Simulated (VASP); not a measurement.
Runs of VASP 6.6.1 on Br. The structure is that of space group P6_3/mmc (No. 194), or close to it. The cells are those of the table. 

```csv
task,cell,k mesh,cutoff (eV),gap on the mesh (eV),pressure (GPa)
relaxation of cell and atoms,"relaxed from a = 3.330, b = 3.330, c = 5.438 Å, angles 90.0, 90.0, 120.0°, 2 atoms",14 × 14 × 8,600,none,0.0
single point,"a = 3.939, b = 3.939, c = 4.309 Å, angles 90.0, 90.0, 120.0°, 2 atoms",12 × 12 × 10,520,none,(a)
single point,"a = 3.926, b = 3.926, c = 4.295 Å, angles 90.0, 90.0, 120.0°, 2 atoms",14 × 14 × 8,520,none,0.0
single point,"a = 3.913, b = 3.913, c = 4.281 Å, angles 90.0, 90.0, 120.0°, 2 atoms",12 × 12 × 10,520,none,0.3
single point,"a = 3.926, b = 3.926, c = 4.295 Å, angles 90.0, 90.0, 120.0°, 2 atoms",12 × 12 × 10,520,none,0.0
```

Alike in all rows: level PBE; potentials or basis VASP PAW PBE potentials, release 64 (Br); no spin polarisation; smearing fermi-dirac 0.02 eV.

**Question.** Fill in the values left out.

**Answer.** (a) -0.3.

A k mesh can miss the band edges, and the runs leave out spin-orbit coupling on Br.

A gap of «none» marks levels without a gap at the run's occupations.
